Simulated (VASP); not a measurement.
Runs of VASP 6.6.1 on GaSi. The structure is that of space group P4/mmm (No. 123), or close to it. The cells are those of the table. 

```csv
task,cell,k mesh,cutoff (eV),gap on the mesh (eV),pressure (GPa),relaxed volume (Å³/atom)
single point,"a = 2.983, b = 2.983, c = 4.219 Å, 2 atoms",6 × 6 × 4,520,none,-5.3,-
relaxation of cell and atoms,"relaxed from a = 2.902, b = 2.902, c = 4.003 Å, 2 atoms",20 × 20 × 14,600,none,0.0,16.86
relaxation of cell and atoms,"relaxed from a = 2.983, b = 2.983, c = 4.219 Å, 2 atoms",6 × 6 × 4,600,-,0.0,16.94
single point,"a = 2.902, b = 2.902, c = 4.003 Å, 2 atoms",6 × 6 × 4,520,none,(a),-
single point,"a = 2.864, b = 2.864, c = 4.108 Å, 2 atoms",20 × 20 × 14,520,none,0.0,-
```

Alike in all rows: level PBE; potentials or basis VASP PAW PBE potentials, release 64 (Ga_d, Si); no spin polarisation; smearing gaussian 0.1 eV.

Fill in the values left out.

(a) 0.2.

Caveats: some runs use coarse meshes; the bands computed are all filled at some k points, so no gap is given (some runs).

A k mesh can miss the band edges, and the runs leave out spin-orbit coupling on Ga.

A gap of «none» marks levels without a gap at the run's occupations.
